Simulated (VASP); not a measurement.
A run of VASP 6.6.1:

INCAR

```
  PREC = Accurate
  ENCUT = 600
  EDIFF = 1E-6
  ISMEAR = -1
  SIGMA = 0.05
  LREAL = F
  LASPH = T
  NELM = 120
  ALGO = Normal
  ISIF = 2
  LWAVE = F
  LCHARG = F
  GGA = PE
  NBANDS = 11
  GGA_COMPAT = F
```

Contents of KPOINTS:

```
Automatic mesh
0
Gamma
  12 12 12
```

File POSCAR:

```
Ni
1.0
    0.0000000000      1.7645800000      1.7645800000
    1.7645800000      0.0000000000      1.7645800000
    1.7645800000      1.7645800000      0.0000000000
Ni
1
Direct
    0.0000000000      0.0000000000      0.0000000000
```

Potentials or basis: VASP PAW PBE potentials, release 64 (Ni).

Command:

```bash
$ cat potpaw_PBE.64/Ni/POTCAR > POTCAR
$ mpirun -np 1 vasp_std > vasp.out
```

Hardware: 1 thread of Intel(R) Xeon(R) Platinum 8559C (Emerald Rapids), on a shared host.

Question: Estimate the wall time of this run.

Answer: It took 6.7 s on 1 thread of Intel(R) Xeon(R) Platinum 8559C (Emerald Rapids), on a shared host, peak memory 0.13 GiB. Counts: scf iterations 12, k points 72.
